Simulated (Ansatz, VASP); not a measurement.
## One calculation of NaH, two programs

Contents of INCAR:

```
PREC     = Accurate       # precision mode
ENCUT    = 500            # plane-wave cutoff, eV
EDIFF    = 1E-6           # SCF threshold, eV
ISMEAR   = 0              # smearing method
SIGMA    = 0.01           # smearing width, eV
LREAL    = False          # projectors in reciprocal space
LASPH    = True           # aspherical terms in the spheres
NELM     = 120            # most SCF steps
ALGO     = Normal         # electronic algorithm
ISIF     = 2              # what is computed and relaxed
LWAVE    = False          # write WAVECAR
LCHARG   = False          # write CHGCAR
GGA      = CA             # functional
NBANDS   = 11             # bands
GGA_COMPAT= False
```

KPOINTS

```
regular mesh
0
Gamma
  8 8 8
```

POSCAR

```
NaH
1.0
    0.0000000000      2.3572644512      2.3572644512
    2.3572644512      0.0000000000      2.3572644512
    2.3572644512      2.3572644512      0.0000000000
Na H
1 1
Direct
    0.0000000000      0.0000000000      0.0000000000
    0.5000000000      0.5000000000      0.5000000000
```

Input for Ansatz:

```yaml
crystal:
  lattice:
    - [0.0, 2.35726445121, 2.35726445121]
    - [2.35726445121, 0.0, 2.35726445121]
    - [2.35726445121, 2.35726445121, 0.0]
  atoms:
    - { symbol: Na, position: [0.0, 0.0, 0.0] }
    - { symbol: H, position: [0.5, 0.5, 0.5] }
kpoints:
  mp_grid: { grid: [8, 8, 8] }
scf:
  occupations: { method: fixed }
  convergence: { dr2_threshold: 1.0e-10 }
hamiltonian:
  xc: lda
  pseudopotentials: { kind: paw }
output:
  forces: true
  stress: true
  eigenstates:
    kpoints:
      - [0.0, 0.0, 0.0]
      - [0.0, -0.5, 0.0]
      - [-0.5, 0.0, 0.0]
      - [0.0, 0.0, -0.5]
      - [-0.5, -0.5, -0.5]
      - [-0.25, -0.5, -0.75]
      - [-0.5, -0.25, -0.75]
      - [-0.25, -0.75, -0.5]
      - [-0.5, 0.0, -0.5]
      - [0.0, -0.5, -0.5]
      - [-0.5, -0.5, 0.0]
  eigenvalues: true
```

Alike in both runs: task single point; functional LDA; k mesh 8 × 8 × 8; no spin polarisation.

```csv
,VASP,Ansatz
version,VASP 6.6.1,Ansatz 0.2.0
potentials or method,"VASP PAW LDA potentials, release 64 (Na_pv, H)","PAW with Ansatz's default frozen-core files, scalar-relativistic"
plane-wave cutoff (eV),500,420
occupations,"gaussian, width 0.01 eV",fixed
valence electrons in the cell,8,10
```

|  | VASP | Ansatz | Ansatz less VASP |
| --- | --- | --- | --- |
| gap on the k mesh at the Fermi level (eV) | 3.52 | 3.52 | +0.002 |
| pressure (GPa) | -0.5 | -0.4 | +0.10 |

LDA's correlation is that of Perdew and Zunger in VASP and of Perdew and Wang (1992) in Ansatz. VASP's potentials hold 8 valence electrons a cell and Ansatz's 10, so a difference there can come from the potentials and not from the codes.
